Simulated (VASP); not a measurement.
# SbRh3 (P4/mmm) in VASP: single point with LDA

Aim: the single point of SbRh3 with LDA.

Program: VASP 6.6.1. These are calculated values, not measurements. Logs are shortened: lines on timing, memory, paths and dates and some standing lists are left out, and cuts for length are marked.

### Step 1. The cell of the first run

The structure is tetragonal, space group P4/mmm (No. 123). The conventional cell has a = 3.685 Å, b = 3.685 Å, c = 3.976 Å, α = 90.00°, β = 90.00°, γ = 90.00°. Sb (site symmetry 4/mmm) has 12 Rh at 2.61 to 2.71 Å within 3.4 Å. Within 3.4 Å of Rh (site symmetry 4/mmm) lie 4 Sb at 2.61 Å and 8 Rh at 2.71 Å. Within 3.4 Å of Rh (site symmetry mmm) lie 8 Rh at 2.61 to 2.71 Å and 4 Sb at 2.71 Å.

### Step 2. Single point, LDA (strain -0.050 along x and y, +0.025 along z)

INCAR

```
  PREC = Accurate
  ENCUT = 520
  EDIFF = 1E-7
  ISMEAR = 0
  SIGMA = 0.15
  LREAL = False
  LASPH = True
  NELM = 100
  ALGO = Normal
  ISIF = 2
  LWAVE = False
  LCHARG = False
  NBANDS = 33
```

KPOINTS

```
Automatic mesh
0
Gamma
  12 12 12
```

POSCAR

```
SbRh3
1.0
    3.6847319101      0.0000000000      0.0000000000
    0.0000000000      3.6847319101      0.0000000000
    0.0000000000      0.0000000000      3.9756317977
Sb Rh
1 3
Direct
    0.0000000000      0.0000000000      0.0000000000
    0.5000000000      0.5000000000      0.0000000000
    0.5000000000      0.0000000000      0.5000000000
    0.0000000000      0.5000000000      0.5000000000
```

Potentials or basis: VASP PAW LDA potentials, release 64 (Sb, Rh_pv).

Launch:

```bash
$ cat potpaw_LDA.64/Sb/POTCAR potpaw_LDA.64/Rh_pv/POTCAR > POTCAR
$ mpirun -np 1 vasp_std > vasp.out
```

OUTCAR:

```text
PREC = Accurate
   ENCUT = 520
   EDIFF = 1E-7
   ISMEAR = 0
   LREAL = False
   LASPH = True
   NELM = 100
   ISIF = 2

 ion  position               nearest neighbor table
   1  0.000  0.000  0.000-   2 2.61   2 2.61   2 2.61   2 2.61   4 2.71   3 2.71   4 2.71   4 2.71
                             4 2.71   3 2.71   3 2.71   3 2.71
   2  0.500  0.500  0.000-   1 2.61   1 2.61   1 2.61   1 2.61   4 2.71   3 2.71   3 2.71   3 2.71
                             4 2.71   4 2.71   4 2.71   3 2.71
   3  0.500  0.000  0.500-   4 2.61   4 2.61   4 2.61   4 2.61   2 2.71   2 2.71   2 2.71   2 2.71
                             1 2.71   1 2.71   1 2.71   1 2.71
   4  0.000  0.500  0.500-   3 2.61   3 2.61   3 2.61   3 2.61   2 2.71   1 2.71   2 2.71   1 2.71
                             2 2.71   1 2.71   2 2.71   1 2.71

  LATTYP: Found a simple tetragonal cell.
 ALAT       =     3.6847319101
 C/A-ratio  =     1.0789473684

  Lattice vectors:

 A1 = (   3.6847319101,   0.0000000000,   0.0000000000)
 A2 = (   0.0000000000,   3.6847319101,   0.0000000000)
 A3 = (   0.0000000000,   0.0000000000,   3.9756317977)

Analysis of symmetry for initial positions (statically):
=====================================================================
 Subroutine PRICEL returns:
 Original cell was already a primitive cell.

 Routine SETGRP: Setting up the symmetry group for a
 simple tetragonal supercell.

 Subroutine GETGRP returns: Found 16 space group operations
 (whereof 16 operations were pure point group operations)
 out of a pool of 16 trial point group operations.

The static configuration has the point symmetry D_4h.

Analysis of symmetry for dynamics (positions and initial velocities):
=====================================================================
 Subroutine PRICEL returns:
 Original cell was already a primitive cell.

 Routine SETGRP: Setting up the symmetry group for a
 simple tetragonal supercell.

 Subroutine GETGRP returns: Found 16 space group operations
 (whereof 16 operations were pure point group operations)
 out of a pool of 16 trial point group operations.

The dynamic configuration has the point symmetry D_4h.

 Subroutine INISYM returns: Found 16 space group operations
 (whereof 16 operations are pure point group operations),
 and found     1 'primitive' translations

----------------------------------------------------------------------------------------

                                     Primitive cell

  volume of cell :      53.9781

  direct lattice vectors                    reciprocal lattice vectors
     3.684731910  0.000000000  0.000000000     0.271390165  0.000000000  0.000000000
     0.000000000  3.684731910  0.000000000     0.000000000  0.271390165  0.000000000
     0.000000000  0.000000000  3.975631798     0.000000000  0.000000000  0.251532348

  length of vectors
     3.684731910  3.684731910  3.975631798     0.271390165  0.271390165  0.251532348

  position of ions in fractional coordinates (direct lattice)
     0.000000000  0.000000000  0.000000000
     0.500000000  0.500000000  0.000000000
     0.500000000  0.000000000  0.500000000
     0.000000000  0.500000000  0.500000000

  ion indices of the primitive-cell ions
   primitive index   ion index
                 1           1
                 2           2
                 3           3
                 4           4

----------------------------------------------------------------------------------------

 KPOINTS: Automatic mesh

Automatic generation of k-mesh.
 Grid dimensions read from file:
 generate k-points for:   12   12   12

 Generating k-lattice:

  Cartesian coordinates                     Fractional coordinates (reciprocal lattice)
     0.022615847  0.000000000  0.000000000     0.083333333  0.000000000  0.000000000
     0.000000000  0.022615847  0.000000000     0.000000000  0.083333333  0.000000000
     0.000000000  0.000000000  0.020961029     0.000000000  0.000000000  0.083333333

  Length of vectors
     0.022615847  0.022615847  0.020961029

  Shift w.r.t. Gamma in fractional coordinates (k-lattice)
     0.000000000  0.000000000  0.000000000

 Subroutine IBZKPT returns following result:
 ===========================================

 Found    196 irreducible k-points:

 Following reciprocal coordinates:
            Coordinates               Weight
  0.000000  0.000000  0.000000      1.000000
  0.083333  0.000000  0.000000      4.000000
  0.166667  0.000000  0.000000      4.000000
  0.250000  0.000000  0.000000      4.000000
  0.333333  0.000000  0.000000      4.000000
  0.416667  0.000000  0.000000      4.000000
[... 16 lines left out ...]
  0.333333  0.333333  0.000000      4.000000
  0.416667  0.333333  0.000000      8.000000
 [... further k-points ...]
   k-points           NKPTS =    196   k-points in BZ     NKDIM =    196   number of bands    NBANDS=     33
   number of dos      NEDOS =    301   number of ions     NIONS =      4
   total plane-waves  NPLWV =  23520
   dimension x,y,z NGX =    28 NGY =   28 NGZ =   30
   dimension x,y,z NGXF=    56 NGYF=   56 NGZF=   60
   ions per type =               1   3
   NGX,Y,Z   is equivalent  to a cutoff of  12.63, 12.63, 12.54 a.u.
   NGXF,Y,Z  is equivalent  to a cutoff of  25.27, 25.27, 25.09 a.u.
 SYSTEM =  unknown system
   PREC   = accura    normal or accurate (medium, high low for compatibility)
   ISTART =      0    job   : 0-new  1-cont  2-samecut
   ICHARG =      2    charge: 1-file 2-atom 10-const
   ISPIN  =      1    spin polarized calculation?
   LNONCOLLINEAR =      F non collinear calculations
   LSORBIT =      F    spin-orbit coupling
   LASPH  =      T    aspherical Exc in radial PAW
   ENCUT  =  520.0 eV  38.22 Ry    6.18 a.u.   6.85  6.85  7.39*2*pi/ulx,y,z
   NELM   =    100;   NELMIN=  2; NELMDL= -5     # of ELM steps
   EDIFF  = 0.1E-06   stopping-criterion for ELM
   LREAL  =      F    real-space projection
   EDIFFG = 0.1E-05   stopping-criterion for IOM
   NSW    =      0    number of steps for IOM
   IBRION =     -1    ionic relax: 0-MD 1-quasi-New 2-CG
   NFREE  =      0    steps in history (QN), initial steepest desc. (CG)
   ISIF   =      2    stress and relaxation
   ISYM   =      2    0-nonsym 1-usesym 2-fastsym
   POTIM  = 0.5000    time-step for ionic-motion
   TEBEG  =    0.0;   TEEND  =   0.0 temperature during run
   PSTRESS=    0.0 pullay stress
   NELECT =      50.0000    total number of electrons
   NUPDOWN=      -1.0000    fix difference up-down
   EMIN   =  10.00;   EMAX   =-10.00  energy-range for DOS
   EFERMI =   0.00;   METHOD = LEGACY
   ISMEAR =     0;   SIGMA  =   0.15  broadening in eV -4-tet -1-fermi 0-gaus
   EFERMI_NEDOS =   21; number of points for ismear=-14 and -15
   IALGO  =     38    algorithm
   IMIX   =      4    mixing-type and parameters
     AMIX     =   0.40;   BMIX     =  1.00
     AMIX_MAG =   1.60;   BMIX_MAG =  1.00
  volume/ion in A,a.u.               =      13.49        91.07
  Fermi-wavevector in a.u.,A,eV,Ry     =   1.595850  3.015720 34.650482  2.546739
  Thomas-Fermi vector in A             =   2.693705
   LORBIT       =      0    0 simple, 1 ext, 2 COOP (PROOUT), +10 PAW based schemes
   GGA     = CA    functional components
   LHFCALC =     F    Hartree Fock is set to
   AEXX    =    0.0000 exact exchange contribution
   IVDW    =     0    specifies the selected vdW correction
   LEPSILON=     F    determine dielectric tensor
   LRPA    =     F    only Hartree local field effects (RPA)
 non-spin polarized calculation
 Gauss-broadening in eV      SIGMA  =   0.15
  energy-cutoff  :      520.00
  volume of cell :       53.98
 maximum number of plane-waves:      1486
 NGX is ok and might be reduce to    28
   NGX = 13   NGY = 13   NGZ = 15

 number of electron      49.9999958 magnetization

 Free energy of the ion-electron system (eV)
  ---------------------------------------------------
  ext. energy  EPLUGINS =         0.00000000
  ---------------------------------------------------
  free energy    TOTEN  =       -31.45333990 eV

  energy without entropy =      -31.42992313  energy(sigma->0) =      -31.44163152

 E-fermi :  14.0419     XC(G=0): -14.2319

 val. band max:       14.0386312726   @ k =   0.1667   0.0000   0.5000
 cond. band min:      14.0428449405   @ k =   0.5000   0.2500   0.0000
 fundamental gap:      0.0042136680
 Fermi energy:        14.0418938072

 k-point     1 :       0.0000    0.0000    0.0000
  band No.  band energies     occupation
      1     -32.4868      2.00000
      2     -32.4868      2.00000
      3     -32.4644      2.00000
      4     -32.2281      2.00000
      5     -32.2281      2.00000
      6     -32.0887      2.00000
[... 25 lines left out ...]
     32      23.4025      0.00000
     33      23.4028      0.00000

 k-point     2 :       0.0833    0.0000    0.0000
  band No.  band energies     occupation
      1     -32.4814      2.00000
      2     -32.4797      2.00000
      3     -32.4588      2.00000
      4     -32.2278      2.00000
      5     -32.2258      2.00000
      6     -32.0907      2.00000
[... 25 lines left out ...]
     32      22.8865      0.00000
     33      23.5669      0.00000

 k-point     3 :       0.1667    0.0000    0.0000
  band No.  band energies     occupation
      1     -32.4663      2.00000
      2     -32.4591      2.00000
      3     -32.4429      2.00000
      4     -32.2262      2.00000
      5     -32.2186      2.00000
      6     -32.0973      2.00000
[... 25 lines left out ...]
     32      22.6198      0.00000
     33      23.7963      0.00000

 k-point     4 :       0.2500    0.0000    0.0000
  band No.  band energies     occupation
      1     -32.4450      2.00000
      2     -32.4284      2.00000
      3     -32.4188      2.00000
      4     -32.2210      2.00000
      5     -32.2057      2.00000
      6     -32.1092      2.00000
[... 25 lines left out ...]
     32      22.5495      0.00000
     33      23.4477      0.00000

 k-point     5 :       0.3333    0.0000    0.0000
  band No.  band energies     occupation
      1     -32.4232      2.00000
      2     -32.3944      2.00000
      3     -32.3910      2.00000
      4     -32.2079      2.00000
      5     -32.1866      2.00000
      6     -32.1261      2.00000
[... 604 lines left out ...]
 k-point    22 :       0.5000    0.2500    0.0000
  band No.  band energies     occupation
      1     -32.4052      2.00000
      2     -32.3909      2.00000
      3     -32.3358      2.00000
      4     -32.3035      2.00000
      5     -32.2503      2.00000
      6     -32.1489      2.00000
[... 25 lines left out ...]
     32      23.2025      0.00000
     33      24.1801      0.00000

 k-point    23 :       0.3333    0.3333    0.0000
  band No.  band energies     occupation
      1     -32.4575      2.00000
      2     -32.3581      2.00000
      3     -32.3474      2.00000
      4     -32.3106      2.00000
      5     -32.2454      2.00000
      6     -32.1323      2.00000
[... 25 lines left out ...]
     32      23.3598      0.00000
     33      23.6595      0.00000

 k-point    24 :       0.4167    0.3333    0.0000
  band No.  band energies     occupation
      1     -32.4458      2.00000
      2     -32.3811      2.00000
      3     -32.3489      2.00000
      4     -32.2838      2.00000
      5     -32.2804      2.00000
      6     -32.1412      2.00000
[... 25 lines left out ...]
     32      23.5481      0.00000
     33      23.8269      0.00000

 [... further k-points ...]
[... 5 lines left out ...]
  --------------------------------------------------------------------------------------
  -------------------------------------------------------------------------------------
  Total       10.7311307     10.7311307      4.6820614      0.0000000      0.0000000      0.0000000
  in kB      318.5210358    318.5210358    138.9727782      0.0000000      0.0000000      0.0000000
  external PRESSURE =     258.6716166 kB  Pullay stress =       0.0000000 kB

 VOLUME and BASIS-vectors are now :
 -----------------------------------------------------------------------------
  energy-cutoff  :      520.00
  volume of cell :       53.98
      direct lattice vectors                 reciprocal lattice vectors
     3.684731910  0.000000000  0.000000000     0.271390165  0.000000000  0.000000000
     0.000000000  3.684731910  0.000000000     0.000000000  0.271390165  0.000000000
     0.000000000  0.000000000  3.975631798     0.000000000  0.000000000  0.251532348

 POSITION                                       TOTAL-FORCE (eV/Angst)
 -----------------------------------------------------------------------------------
      0.00000      0.00000      0.00000         0.000000      0.000000      0.000000
      1.84237      1.84237      0.00000         0.000000      0.000000      0.000000
      1.84237      0.00000      1.98782         0.000000      0.000000      0.000000
      0.00000      1.84237      1.98782         0.000000      0.000000      0.000000
 -----------------------------------------------------------------------------------
    total drift:                                0.000000      0.000000      0.000000

  FREE ENERGIE OF THE ION-ELECTRON SYSTEM (eV)
  ---------------------------------------------------
  free  energy   TOTEN  =       -31.4533398995 eV

  energy  without entropy=      -31.4299231325  energy(sigma->0) =      -31.44163152
```

It took 1.8 min on 1 thread of Intel Xeon 6975P-C (Granite Rapids), shared host; peak memory 0.36 GiB.

Results:

```
Free energy            : -31.4533 eV
Pressure               : 25.9 GPa
Band gap on the k mesh : zero (band 25 reaches 14.66 eV, above the bottom of band 26 at 12.95 eV)
```

Caveat: the cell differs from its parent crystal (strain -0.050 along x and y, +0.025 along z); spin-orbit coupling is left out, which moves the levels of the heavy elements.
